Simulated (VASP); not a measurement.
ZnS, 2 atoms in the cell. The structure is cubic, space group F-43m (No. 216). Conventional cell: a = 5.227 Å, b = 5.227 Å, c = 5.227 Å, α = 90.00°, β = 90.00°, γ = 90.00°. Within 3.0 Å of Zn (site symmetry -43m) lie 4 S at 2.26 Å. Within 3.0 Å of S (site symmetry -43m) lie 4 Zn at 2.26 Å.  This cell differs from its parent crystal: strain -3.0%.

```yaml
Program: VASP 6.6.1
Task: single point
Functional: PBE
Potentials_or_basis: VASP PAW PBE potentials, release 64 (Zn, S)
Cutoff: 520 eV
k_mesh: 8 × 8 × 8
Occupations: fermi-dirac, width 0.02 eV
Spin: no spin polarisation
Dipole_correction: no
Further_INCAR_settings: ALGO = Normal; EDIFF = 1e-06; NBANDS = 16
```

Potentials or basis: VASP PAW PBE potentials, release 64 (Zn, S).

The run is started by

```console
$ cat potpaw_PBE.64/Zn/POTCAR potpaw_PBE.64/S/POTCAR > POTCAR
$ mpirun -np 1 vasp_std > vasp.out
```

Hardware: 1 thread of Intel(R) Xeon(R) Platinum 8559C (Emerald Rapids), on a shared host.

Problem. How long does it take, and how much memory?

Solution. It took 8.4 s on 1 thread of Intel(R) Xeon(R) Platinum 8559C (Emerald Rapids), with other jobs on the host, peak memory 0.15 GiB. Counts: scf iterations 12, k points 29.
